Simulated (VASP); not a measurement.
# Ho2O (P-6m2) in VASP: a series of runs

Ho2O is run at these levels: PBE; tasks: single point.

All numbers are computed with VASP 6.6.1; they aren't measurements. Logs are shortened: lines on timing, memory, paths and dates and some standing lists are left out, and cuts for length are marked.

### Step 1. The cell of the first run

The structure is hexagonal, space group P-6m2 (No. 187). Conventional cell: a = 3.312 Å, b = 3.312 Å, c = 6.249 Å, α = 90.00°, β = 90.00°, γ = 120.00°. Ho (site symmetry 3m) has 3 O at 2.47 Å and 8 Ho at 3.11 to 3.31 Å within 3.4 Å. O (site symmetry -6m2) has 6 Ho at 2.47 Å and 6 O at 3.31 Å within 3.4 Å.

The cell was generated, and may not be a known phase.

### Step 2. Single point, PBE

File INCAR:

```
PREC     = Accurate       # precision mode
ENCUT    = 600            # plane-wave cutoff, eV
EDIFF    = 1E-6           # SCF threshold, eV
ISMEAR   = 0              # smearing method
SIGMA    = 0.2            # smearing width, eV
LREAL    = False          # projectors in reciprocal space
LASPH    = True           # aspherical terms in the spheres
NELM     = 200            # most SCF steps
ALGO     = Normal         # electronic algorithm
ISIF     = 2              # what is computed and relaxed
LWAVE    = False          # write WAVECAR
LCHARG   = False          # write CHGCAR
GGA      = PE             # functional
NBANDS   = 19             # bands
GGA_COMPAT= False        
LMAXMIX  = 6              # l up to which the mixer works
```

File KPOINTS:

```
Automatic mesh
0
Gamma
  6 6 4
```

File POSCAR:

```
Ho2O
1.0
    3.3115350753      0.0000000000      0.0000000000
   -1.6557675376      2.8678735007      0.0000000000
    0.0000000000      0.0000000000      6.2486722364
Ho O
2 1
Direct
    0.3333333333      0.6666666667      0.7509667658
    0.3333333333      0.6666666667      0.2490332342
    0.0000000000      0.0000000000      0.0000000000
```

Potentials or basis: VASP PAW PBE potentials, release 64 (Ho_3, O), 4f in core.

Run with:

```
cat potpaw_PBE.64/Ho_3/POTCAR potpaw_PBE.64/O/POTCAR > POTCAR
mpirun -np 1 vasp_std > vasp.out
```

OUTCAR:

```text
PREC = Accurate
   ENCUT = 600
   EDIFF = 1E-6
   ISMEAR = 0
   LREAL = False
   LASPH = True
   NELM = 200
   ISIF = 2
   GGA = PE

 ion  position               nearest neighbor table
   1  0.333  0.667  0.751-   3 2.47   3 2.47   3 2.47   2 3.11   2 3.14
   2  0.333  0.667  0.249-   3 2.47   3 2.47   3 2.47   1 3.11   1 3.14
   3  0.000  0.000  0.000-   1 2.47   2 2.47   1 2.47   2 2.47   1 2.47   2 2.47

  LATTYP: Found a hexagonal cell.
 ALAT       =     3.3115350753
 C/A-ratio  =     1.8869412808

  Lattice vectors:

 A1 = (   3.3115350753,   0.0000000000,   0.0000000000)
 A2 = (  -1.6557675376,   2.8678735007,   0.0000000000)
 A3 = (   0.0000000000,   0.0000000000,   6.2486722364)

Analysis of symmetry for initial positions (statically):
=====================================================================
 Subroutine PRICEL returns:
 Original cell was already a primitive cell.

 Routine SETGRP: Setting up the symmetry group for a
 hexagonal supercell.

 Subroutine GETGRP returns: Found 12 space group operations
 (whereof 12 operations were pure point group operations)
 out of a pool of 24 trial point group operations.

The static configuration has the point symmetry D_3h.

Analysis of symmetry for dynamics (positions and initial velocities):
=====================================================================
 Subroutine PRICEL returns:
 Original cell was already a primitive cell.

 Routine SETGRP: Setting up the symmetry group for a
 hexagonal supercell.

 Subroutine GETGRP returns: Found 12 space group operations
 (whereof 12 operations were pure point group operations)
 out of a pool of 24 trial point group operations.

The dynamic configuration has the point symmetry D_3h.

 Subroutine INISYM returns: Found 12 space group operations
 (whereof 12 operations are pure point group operations),
 and found     1 'primitive' translations

----------------------------------------------------------------------------------------

                                     Primitive cell

  volume of cell :      59.3440

  direct lattice vectors                    reciprocal lattice vectors
     3.311535075  0.000000000  0.000000000     0.301974757  0.174345207  0.000000000
    -1.655767538  2.867873501  0.000000000     0.000000000  0.348690415  0.000000000
     0.000000000  0.000000000  6.248672236     0.000000000  0.000000000  0.160033998

  length of vectors
     3.311535075  3.311535075  6.248672236     0.348690415  0.348690415  0.160033998
[... 78 lines left out ...]
   NELM   =    200;   NELMIN=  2; NELMDL= -5     # of ELM steps
   EDIFF  = 0.1E-05   stopping-criterion for ELM
   LREAL  =      F    real-space projection
   EDIFFG = 0.1E-04   stopping-criterion for IOM
   NSW    =      0    number of steps for IOM
   IBRION =     -1    ionic relax: 0-MD 1-quasi-New 2-CG
   NFREE  =      0    steps in history (QN), initial steepest desc. (CG)
   ISIF   =      2    stress and relaxation
   ISYM   =      2    0-nonsym 1-usesym 2-fastsym
   POTIM  = 0.5000    time-step for ionic-motion
   TEBEG  =    0.0;   TEEND  =   0.0 temperature during run
   PSTRESS=    0.0 pullay stress
   NELECT =      24.0000    total number of electrons
   NUPDOWN=      -1.0000    fix difference up-down
   EMIN   =  10.00;   EMAX   =-10.00  energy-range for DOS
   EFERMI =   0.00;   METHOD = LEGACY
   ISMEAR =     0;   SIGMA  =   0.20  broadening in eV -4-tet -1-fermi 0-gaus
   EFERMI_NEDOS =   21; number of points for ismear=-14 and -15
   IALGO  =     38    algorithm
   IMIX   =      4    mixing-type and parameters
     AMIX     =   0.40;   BMIX     =  1.00
     AMIX_MAG =   1.60;   BMIX_MAG =  1.00
  volume/ion in A,a.u.               =      19.78       133.49
  Fermi-wavevector in a.u.,A,eV,Ry     =   1.210653  2.287802 19.941784  1.465680
  Thomas-Fermi vector in A             =   2.346193
   LORBIT       =      0    0 simple, 1 ext, 2 COOP (PROOUT), +10 PAW based schemes
   GGA     = PE    functional components
   LHFCALC =     F    Hartree Fock is set to
   AEXX    =    0.0000 exact exchange contribution
   IVDW    =     0    specifies the selected vdW correction
   LEPSILON=     F    determine dielectric tensor
   LRPA    =     F    only Hartree local field effects (RPA)
 non-spin polarized calculation
 Gauss-broadening in eV      SIGMA  =   0.20
  energy-cutoff  :      600.00
  volume of cell :       59.34
 maximum number of plane-waves:      2005
 NGX is ok and might be reduce to    28

 number of electron      24.0000004 magnetization

 Free energy of the ion-electron system (eV)
  ---------------------------------------------------
  ext. energy  EPLUGINS =         0.00000000
  ---------------------------------------------------
  free energy    TOTEN  =       -18.38234699 eV

  energy without entropy =      -18.33345786  energy(sigma->0) =      -18.35790243

 E-fermi :   4.3900     XC(G=0): -10.6969

 val. band max:        4.3221486460   @ k =   0.3333   0.1667   0.5000
 cond. band min:       4.4118775274   @ k =   0.1667   0.1667   0.2500
 fundamental gap:      0.0897288814
 Fermi energy:         4.3900490160

 k-point     1 :       0.0000    0.0000    0.0000
  band No.  band energies     occupation
      1     -20.7345      2.00000
      2     -19.4641      2.00000
      3     -19.4493      2.00000
      4     -19.4493      2.00000
      5     -19.3464      2.00000
      6     -19.3464      2.00000
[... 439 lines left out ...]
      6     -19.7857      2.00000
[... 11 lines left out ...]
     18       8.9488      0.00000
     19       8.9657      0.00000

------------------------ aborting loop because EDIFF is reached ----------------------------------------

  FORCE on cell =-STRESS in cart. coord.  units (eV):
  Direction    XX          YY          ZZ          XY          YZ          ZX
  --------------------------------------------------------------------------------------
  -------------------------------------------------------------------------------------
  Total        0.1900750      0.1900750      0.1048424      0.0000000      0.0000000      0.0000000
  in kB        5.1316660      5.1316660      2.8305485      0.0000000      0.0000000      0.0000000
  external PRESSURE =       4.3646268 kB  Pullay stress =       0.0000000 kB

 VOLUME and BASIS-vectors are now :
 -----------------------------------------------------------------------------
  energy-cutoff  :      600.00
  volume of cell :       59.34
      direct lattice vectors                 reciprocal lattice vectors
     3.311535075  0.000000000  0.000000000     0.301974757  0.174345207  0.000000000
    -1.655767538  2.867873501  0.000000000     0.000000000  0.348690415  0.000000000
     0.000000000  0.000000000  6.248672236     0.000000000  0.000000000  0.160033998

 POSITION                                       TOTAL-FORCE (eV/Angst)
 -----------------------------------------------------------------------------------
     -0.00000      1.91192      4.69255        -0.000000     -0.000000     -0.013027
     -0.00000      1.91192      1.55613        -0.000000      0.000000      0.013027
      0.00000      0.00000      0.00000         0.000000      0.000000      0.000000
 -----------------------------------------------------------------------------------
    total drift:                                0.000000     -0.000000     -0.000000

  FREE ENERGIE OF THE ION-ELECTRON SYSTEM (eV)
  ---------------------------------------------------
  free  energy   TOTEN  =       -18.3823469917 eV

  energy  without entropy=      -18.3334578594  energy(sigma->0) =      -18.35790243
```

OSZICAR:

```text
N       E                     dE             d eps       ncg     rms          rms(c)
DAV:   1     0.185790268927E+03    0.18579E+03   -0.10688E+04   854   0.135E+03
DAV:   2     0.502437691940E+00   -0.18529E+03   -0.18151E+03  1204   0.523E+02
DAV:   3    -0.190594949170E+02   -0.19562E+02   -0.18686E+02  1349   0.117E+02
DAV:   4    -0.197588360399E+02   -0.69934E+00   -0.68743E+00  1331   0.203E+01
DAV:   5    -0.197682749422E+02   -0.94389E-02   -0.93877E-02  1412   0.277E+00    0.279E+01
DAV:   6    -0.185145068891E+02    0.12538E+01   -0.10550E+01  1340   0.198E+01    0.219E+01
DAV:   7    -0.184082248767E+02    0.10628E+00   -0.17085E+00  1452   0.838E+00    0.109E+01
DAV:   8    -0.183828631640E+02    0.25362E-01   -0.22045E-01  1481   0.386E+00    0.648E-01
DAV:   9    -0.183823841234E+02    0.47904E-03   -0.11541E-02  1236   0.942E-01    0.292E-01
DAV:  10    -0.183823539226E+02    0.30201E-04   -0.13081E-03  1444   0.335E-01    0.104E-01
DAV:  11    -0.183823437001E+02    0.10223E-04   -0.20257E-04  1276   0.133E-01    0.290E-02
DAV:  12    -0.183823473913E+02   -0.36912E-05   -0.20363E-05  1452   0.383E-02    0.737E-03
DAV:  13    -0.183823469917E+02    0.39956E-06   -0.15109E-06   708   0.148E-02
   1 F= -.18382347E+02 E0= -.18357902E+02  d E =-.488891E-01
```

Wall time 50 s (1 thread of Intel Xeon 8259CL, shared host); peak memory 0.2 GiB.

What came out:

```yaml
Free_energy: -18.3823 eV
Pressure: 0.4 GPa
Largest_force: 0.013 eV/Å
Band_gap_on_the_k_mesh: zero (bands 12 and 13 overlap by 0.46 eV)
```

Forces in eV/Å, atoms in the order of the input:
```
Ho   0.000  0.000 -0.013
Ho   0.000  0.000  0.013
O    0.000  0.000  0.000
```

Stress tensor (GPa, compression positive):
```
0.51 0.00 0.00
0.00 0.51 0.00
0.00 0.00 0.28
```

Caveat: the k points lie up to 0.37 Å⁻¹ apart; spin-orbit coupling is left out, which moves the levels of the heavy elements; the 4f electrons are frozen in the core, so they carry no moment and show no levels; the run has no spin polarisation, though such a crystal can be magnetic. Spin polarisation is off, so any magnetic state and its effect on volume and gap are missing.

### Step 3. Single point, PBE

This run uses another cell than the first one: it holds 6 atoms, not 3.

File INCAR:

```
ALGO = Normal ; EDIFF = 1E-6
ENCUT = 600 ; GGA = PE
GGA_COMPAT = F ; ISIF = 2
ISMEAR = 0 ; LASPH = T
LCHARG = F ; LMAXMIX = 6
LREAL = F ; LWAVE = F
NBANDS = 33 ; NELM = 200
PREC = Accurate ; SIGMA = 0.2
```

File KPOINTS:

```
k-points
0
Gamma
  6 6 1
```

File POSCAR:

```
Ho2O
1.0
    3.3445501178      0.0000000000      0.0000000000
   -1.6722750589      2.8964653663      0.0000000000
    0.0000000000      0.0000000000     12.1086266727
Ho O
4 2
Direct
    0.6666666667      0.3333333333      0.5000000000
    0.0000000000      0.0000000000      0.2617538994
    0.0000000000      0.0000000000      0.0000000000
    0.0000000000      0.0000000000      0.7382461006
    0.6666666667      0.3333333333      0.1174982411
    0.6666666667      0.3333333333      0.8825017589
```

Potentials or basis: VASP PAW PBE potentials, release 64 (Ho_3, O), 4f in core.

Run with:

```
cat potpaw_PBE.64/Ho_3/POTCAR potpaw_PBE.64/O/POTCAR > POTCAR
mpirun -np 1 vasp_std > vasp.out
```

Run time: 2 min. Hardware: 1 thread of Intel Xeon 8259CL, shared host; peak memory 0.26 GiB.

It converged, with:

```yaml
Free_energy: -37.6859 eV
Pressure: 0.6 GPa
Largest_force: 0.075 eV/Å
Band_gap_on_the_k_mesh: zero (bands 24 and 25 overlap by 0.31 eV)
```

Forces in eV/Å, atoms in the order of the input:
```
Ho   0.000  0.000  0.000
Ho   0.000  0.000 -0.048
Ho   0.000  0.000  0.000
Ho   0.000  0.000  0.048
O    0.000  0.000  0.075
O    0.000  0.000 -0.075
```

Stress tensor (GPa, compression positive):
```
0.69 0.00 0.00
0.00 0.69 0.00
0.00 0.00 0.53
```

Levels at points of the mesh, in eV from the Fermi level:
```
           k point  band 21  band 22  band 23  band 24  band 25  band 26
(0.00, 0.00, 0.00)    -4.62    -2.38    -2.03     0.21     0.52     0.60
(0.50, 0.00, 0.00)    -1.95    -1.43    -1.32    -0.67    -0.09     0.02
```

Caveat: the k points lie up to 0.52 Å⁻¹ apart; spin-orbit coupling is left out, which moves the levels of the heavy elements; the 4f electrons are frozen in the core, so they carry no moment and show no levels; the run has no spin polarisation, though such a crystal can be magnetic.

The gap in the log of VASP goes by the Fermi energy; the results here count the filled bands.